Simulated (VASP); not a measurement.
Here is a VASP 6.6.1 calculation.

File INCAR:

```
PREC     = Accurate       # precision mode
ENCUT    = 520            # plane-wave cutoff, eV
EDIFF    = 1E-6           # SCF threshold, eV
ISMEAR   = 0              # smearing method
SIGMA    = 0.01           # smearing width, eV
LREAL    = F              # projectors in reciprocal space
LASPH    = T              # aspherical terms in the spheres
NELM     = 80             # most SCF steps
ALGO     = Normal         # electronic algorithm
ISIF     = 2              # what is computed and relaxed
LWAVE    = F              # write WAVECAR
LCHARG   = F              # write CHGCAR
GGA      = PE             # functional
NBANDS   = 39             # bands
```

KPOINTS

```
Automatic mesh
0
Gamma
  6 6 6
```

Contents of POSCAR:

```
Sb2Se3
1.0
    3.7375739505      2.1578893264      6.4670455734
   -3.7375739505      2.1578893264      6.4670455734
    0.0000000000     -4.3157786529      6.4670455734
Sb Se
4 6
Direct
    0.3411716149      0.3411716149      0.3411716149
    0.1588283851      0.1588283851      0.1588283851
    0.8411716149      0.8411716149      0.8411716149
    0.6588283851      0.6588283851      0.6588283851
    0.0374062212      0.7500000000      0.4625937788
    0.4625937788      0.0374062212      0.7500000000
    0.7500000000      0.4625937788      0.0374062212
    0.2500000000      0.5374062212      0.9625937788
    0.5374062212      0.9625937788      0.2500000000
    0.9625937788      0.2500000000      0.5374062212
```

Potentials or basis: VASP PAW PBE potentials, release 64 (Sb, Se).

Launch:

```sh
$ cat potpaw_PBE.64/Sb/POTCAR potpaw_PBE.64/Se/POTCAR > POTCAR
$ mpirun -np 1 vasp_std > vasp.out
```

Task: What does it give for the largest force?

Result: 0.014 eV/Å.

Task: Predict the band gap on the k mesh.

Result: 0.27 eV (least direct gap 0.58 eV).

Task: What does it give for the pressure?

Result: 0.0 GPa.

Forces in eV/Å, atoms in the order of the input:
```
Sb   0.000  0.000  0.014
Sb   0.000  0.000 -0.014
Sb   0.000  0.000  0.014
Sb   0.000  0.000 -0.014
Se   0.004  0.007  0.000
Se  -0.008  0.000  0.000
Se   0.004 -0.007  0.000
Se  -0.004  0.007  0.000
Se   0.008  0.000  0.000
Se  -0.004 -0.007  0.000
```

Caveat: spin-orbit coupling is left out, which moves the levels of the heavy elements. A k mesh can miss the band edges.
